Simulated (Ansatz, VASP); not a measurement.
# One calculation of ZnSe, two programs

```
CELL_PARAMETERS angstrom
0.00000 2.88541 2.88541
2.88541 0.00000 2.88541
2.88541 2.88541 0.00000
ATOMIC_POSITIONS crystal
Zn 0.00000 0.00000 0.00000
Se 0.75000 0.75000 0.75000
```

Alike in both runs: task single point; functional PBE; k mesh 10 × 10 × 10; occupations gaussian, width 0.05 eV; no spin polarisation.

|  | VASP | Ansatz |
| --- | --- | --- |
| version | VASP 6.6.1 | Ansatz 0.2.0 |
| potentials or method | VASP PAW PBE potentials, release 64 (Zn, Se), cutoff 520 eV | scalar-relativistic, plane waves, PAW |
| valence electrons in the cell | 18 | 28 |

```tsv
	VASP	Ansatz	Ansatz less VASP
gap on the k mesh at the Fermi level (eV)	1.08	1.08	-0.001
least direct gap on the mesh (eV)	1.08	1.08	-0.001
pressure (GPa)	-0.9	-1.1	-0.19
```

VASP's potentials hold 18 valence electrons a cell and Ansatz's 28, so a difference there can come from the potentials and not from the codes.
